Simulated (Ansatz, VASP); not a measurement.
# SnO2: VASP beside Ansatz

```
CELL_PARAMETERS angstrom
4.75855 0.00000 0.00000
0.00000 4.75855 0.00000
0.00000 0.00000 3.20012
ATOMIC_POSITIONS crystal
Sn 0.00000 0.00000 0.00000
Sn 0.50000 0.50000 0.50000
O 0.30644 0.30644 0.00000
O 0.19356 0.80644 0.50000
O 0.69356 0.69356 0.00000
O 0.80644 0.19356 0.50000
```

Change from the starting cell: strained cell.

Alike in both runs: functional LDA; k mesh 6 × 6 × 8; occupations gaussian, width 0.02 eV; no spin polarisation.

Ansatz relaxed the structure, and its values are those at the end. VASP's run is a single point on that final structure, the one shown.

|  | VASP | Ansatz |
| --- | --- | --- |
| version | VASP 6.6.1 | Ansatz 0.2.0 |
| potentials or method | VASP PAW LDA potentials, release 64 (Sn_d, O), cutoff 520 eV | scalar-relativistic, plane waves, PAW |
| valence electrons in the cell | 52 | 52 |

```csv
,VASP,Ansatz,Ansatz less VASP
gap on the k mesh at the Fermi level (eV),1.00,0.98,-0.028
least direct gap on the mesh (eV),1.00,0.98,-0.028
pressure (GPa),-2.5,-3.8,-1.29
rms of the force components (eV/Å),0.014,0.000,-0.0140
```

Ansatz warns that its potentials were made for another functional, while VASP's fit it. LDA's correlation is that of Perdew and Zunger in VASP and of Perdew and Wang (1992) in Ansatz. Ansatz's warnings: stress scf threshold loose.
